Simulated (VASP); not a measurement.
# NaTi (R-3m) in VASP: notebook, part 2 of 2

VASP 6.6.1.

**5. Single point, PBE**

This run uses another cell than the first one, of 21.41 Å³/atom.

The input, INCAR:

```
SYSTEM = NaTi
  PREC = Accurate
  ENCUT = 520
  EDIFF = 1E-6
  ISMEAR = 0
  SIGMA = 0.1
  LREAL = .False.
  LASPH = .True.
  NELM = 80
  ALGO = Fast
  ISIF = 2
  LWAVE = .False.
  LCHARG = .False.
  GGA = PE
  NBANDS = 16
```

The input, KPOINTS:

```
regular mesh
0
Gamma
  24 24 24
  0 0 0
```

The input, POSCAR:

```
NaTi
1.0
    1.4373624382      0.8298615906      5.9820724598
   -1.4373624382      0.8298615906      5.9820724598
    0.0000000000     -1.6597231812      5.9820724598
Na Ti
1 1
Direct
    0.0000000000      0.0000000000      0.0000000000
    0.5000000000      0.5000000000      0.5000000000
```

Potentials or basis: VASP PAW PBE potentials, release 64 (Na_pv, Ti_sv).

Launch:

```sh
$ cat potpaw_PBE.64/Na_pv/POTCAR potpaw_PBE.64/Ti_sv/POTCAR > POTCAR
$ mpirun -np 1 vasp_std > vasp.out
```

OUTCAR:

```text
SYSTEM = NaTi
   PREC = Accurate
   ENCUT = 520
   EDIFF = 1E-6
   ISMEAR = 0
   LREAL = .False.
   LASPH = .True.
   NELM = 80
   ISIF = 2
   GGA = PE

 ion  position               nearest neighbor table
   1  0.000  0.000  0.000-
   2  0.500  0.500  0.500-

  LATTYP: Found a trigonal (rhomboedric) cell.
 ALAT       =     6.2080489651
 COS(alpha) =     0.8927857995

  Lattice vectors:

 A1 = (   1.4373624382,   0.8298615906,   5.9820724598)
 A2 = (  -1.4373624382,   0.8298615906,   5.9820724598)
 A3 = (   0.0000000000,  -1.6597231812,   5.9820724598)

Analysis of symmetry for initial positions (statically):
=====================================================================
 Subroutine PRICEL returns:
 Original cell was already a primitive cell.

 Routine SETGRP: Setting up the symmetry group for a
 trigonal (rhombohedral) supercell.

 Subroutine GETGRP returns: Found 12 space group operations
 (whereof 12 operations were pure point group operations)
 out of a pool of 12 trial point group operations.

The static configuration has the point symmetry D_3d.

Analysis of symmetry for dynamics (positions and initial velocities):
=====================================================================
 Subroutine PRICEL returns:
 Original cell was already a primitive cell.

 Routine SETGRP: Setting up the symmetry group for a
 trigonal (rhombohedral) supercell.

 Subroutine GETGRP returns: Found 12 space group operations
 (whereof 12 operations were pure point group operations)
 out of a pool of 12 trial point group operations.

The dynamic configuration has the point symmetry D_3d.

 Subroutine INISYM returns: Found 12 space group operations
 (whereof 12 operations are pure point group operations),
 and found     1 'primitive' translations

----------------------------------------------------------------------------------------

                                     Primitive cell
[... 104 lines left out ...]
   EMIN   =  10.00;   EMAX   =-10.00  energy-range for DOS
   EFERMI =   0.00;   METHOD = LEGACY
   ISMEAR =     0;   SIGMA  =   0.10  broadening in eV -4-tet -1-fermi 0-gaus
   EFERMI_NEDOS =   21; number of points for ismear=-14 and -15
   IALGO  =     68    algorithm
   IMIX   =      4    mixing-type and parameters
     AMIX     =   0.40;   BMIX     =  1.00
     AMIX_MAG =   1.60;   BMIX_MAG =  1.00
  volume/ion in A,a.u.               =      21.41       144.46
  Fermi-wavevector in a.u.,A,eV,Ry     =   1.248728  2.359753 21.215848  1.559321
  Thomas-Fermi vector in A             =   2.382801
   LORBIT       =      0    0 simple, 1 ext, 2 COOP (PROOUT), +10 PAW based schemes
   GGA     = PE    functional components
   LHFCALC =     F    Hartree Fock is set to
   AEXX    =    0.0000 exact exchange contribution
   IVDW    =     0    specifies the selected vdW correction
   LEPSILON=     F    determine dielectric tensor
   LRPA    =     F    only Hartree local field effects (RPA)
 non-spin polarized calculation
 RMM-DIIS sequential band-by-band and
 Gauss-broadening in eV      SIGMA  =   0.10
  energy-cutoff  :      520.00
  volume of cell :       42.81
 maximum number of plane-waves:      1175
   NGX = 23   NGY = 23   NGZ = 23

 number of electron      18.9999994 magnetization

 Free energy of the ion-electron system (eV)
  ---------------------------------------------------
  ext. energy  EPLUGINS =         0.00000000
  ---------------------------------------------------
  free energy    TOTEN  =        -7.93602302 eV

  energy without entropy =       -7.92163949  energy(sigma->0) =       -7.92883126

 E-fermi :   4.0645     XC(G=0):  -9.3066

 val. band max:        4.0643840047   @ k =   0.4167   0.3333   0.1667
 cond. band min:       4.0646859392   @ k =  -0.4167  -0.4583   0.3750
 fundamental gap:      0.0003019346
 Fermi energy:         4.0645261554

 k-point     1 :       0.0000    0.0000    0.0000
  band No.  band energies     occupation
      1     -52.7444      2.00000
      2     -29.0621      2.00000
      3     -28.6399      2.00000
      4     -28.6399      2.00000
      5     -20.3383      2.00000
      6     -20.3260      2.00000
[... 433 lines left out ...]
      3     -28.9813      2.00000
      4     -28.7687      2.00000
      5     -20.6288      2.00000
      6     -20.3954      2.00000
[... 8 lines left out ...]
     15       8.8703      0.00000
     16      10.7706      0.00000

 [... further k-points ...]
[... 5 lines left out ...]
  --------------------------------------------------------------------------------------
  -------------------------------------------------------------------------------------
  Total       -0.0166542     -0.0166542     -0.0018918      0.0000000      0.0000000     -0.0000000
  in kB       -0.6232476     -0.6232476     -0.0707979      0.0000000      0.0000000     -0.0000000
  external PRESSURE =      -0.4390977 kB  Pullay stress =       0.0000000 kB

 VOLUME and BASIS-vectors are now :
 -----------------------------------------------------------------------------
  energy-cutoff  :      520.00
  volume of cell :       42.81
      direct lattice vectors                 reciprocal lattice vectors
     1.437362438  0.829861591  5.982072460     0.347859375  0.200836704  0.055722049
    -1.437362438  0.829861591  5.982072460    -0.347859375  0.200836704  0.055722049
     0.000000000 -1.659723181  5.982072460     0.000000000 -0.401673408  0.055722049

 POSITION                                       TOTAL-FORCE (eV/Angst)
 -----------------------------------------------------------------------------------
      0.00000      0.00000      0.00000         0.000000     -0.000000      0.000000
      0.00000      0.00000      8.97311         0.000000      0.000000     -0.000000
 -----------------------------------------------------------------------------------
    total drift:                                0.000000      0.000000     -0.000000

  FREE ENERGIE OF THE ION-ELECTRON SYSTEM (eV)
  ---------------------------------------------------
  free  energy   TOTEN  =        -7.9360230212 eV

  energy  without entropy=       -7.9216394931  energy(sigma->0) =       -7.92883126
```

stdout:

```text
POSCAR found type information on POSCAR NaTi
 POSCAR found :  2 types and       2 ions
 scaLAPACK will be used
 LDA part: xc-table for (Slater+PW92), standard interpolation
 POSCAR, INCAR and KPOINTS ok, starting setup
 FFT: planning ... GRIDC
 FFT: planning ... GRID_SOFT
 FFT: planning ... GRID
 WAVECAR not read
 entering main loop
WARNING in EDDRMM: call to ZHEGV failed, returncode =   8  4     11
WARNING in EDDRMM: call to ZHEGV failed, returncode =   6  3      7
WARNING in EDDRMM: call to ZHEGV failed, returncode =   6  3      8
WARNING in EDDRMM: call to ZHEGV failed, returncode =   8  4      8
WARNING in EDDRMM: call to ZHEGV failed, returncode =   8  4     14
WARNING in EDDRMM: call to ZHEGV failed, returncode =   8  4     10
WARNING in EDDRMM: call to ZHEGV failed, returncode =   8  4     13
WARNING in EDDRMM: call to ZHEGV failed, returncode =   6  3      6
WARNING in EDDRMM: call to ZHEGV failed, returncode =   6  3     16
WARNING in EDDRMM: call to ZHEGV failed, returncode =   6  3      9
[... 21 lines left out ...]
WARNING in EDDRMM: call to ZHEGV failed, returncode =   6  3     13
WARNING in EDDRMM: call to ZHEGV failed, returncode =   6  3      5
WARNING in EDDRMM: call to ZHEGV failed, returncode =   6  3      8
WARNING in EDDRMM: call to ZHEGV failed, returncode =   8  4      6
WARNING in EDDRMM: call to ZHEGV failed, returncode =   8  4      6
WARNING in EDDRMM: call to ZHEGV failed, returncode =   6  3     15
WARNING in EDDRMM: call to ZHEGV failed, returncode =   6  3     15
WARNING in EDDRMM: call to ZHEGV failed, returncode =   6  3     15
WARNING in EDDRMM: call to ZHEGV failed, returncode =   8  4     10
WARNING in EDDRMM: call to ZHEGV failed, returncode =   8  4     12
```

Run time: 52 min. Hardware: 1 thread of Intel Xeon 6975P-C (Granite Rapids), shared host; peak memory 1.1 GiB.

Results:

| Quantity | Value |
| --- | --- |
| Free energy | -7.9360 eV |
| Pressure | 0.0 GPa |
| Band gap on the k mesh | zero (an odd number of electrons rules out a gap without spin polarisation) |

Levels at points of the mesh, in eV from the Fermi level:
```csv
k point,band 8,band 9,band 10,band 11,band 12,band 13
"(0.00, 0.00, 0.00)",-4.91,-1.75,-0.63,1.12,1.12,2.59
"(0.50, 0.00, 0.00)",-1.60,-0.73,0.86,1.33,2.11,3.67
"(0.50, 0.50, 0.00)",-1.58,-0.81,1.10,1.42,2.11,2.91
"(0.50, 0.50, 0.50)",-4.29,-3.15,-0.46,1.12,1.12,2.64
```

**6. The runs side by side**

```tsv
task	cell	k mesh	cutoff (eV)	gap on the mesh (eV)	pressure (GPa)
single point	a = 4.939 Å, angles 34.3°, 2 atoms	6 × 6 × 6	520	none	15.1
single point	a = 6.236 Å, angles 26.7°, 2 atoms	6 × 6 × 6	520	none	-0.1
relaxation of cell and atoms	relaxed from a = 4.939 Å, angles 34.3°, 2 atoms	6 × 6 × 6	600	none	0.1
single point	a = 6.208 Å, angles 26.8°, 2 atoms	24 × 24 × 24	520	none	0.0
```

Alike in all rows: level PBE; potentials or basis VASP PAW PBE potentials, release 64 (Na_pv, Ti_sv); no spin polarisation; smearing gaussian 0.1 eV.

Caveats: some runs use coarse meshes; the volume moved by over 15 % at a fixed basis, so the end points are rough (at least some runs).

Absolute energies hang on the potentials; compare differences alone.

The gap in the log of VASP goes by the Fermi energy; the results here count the filled bands.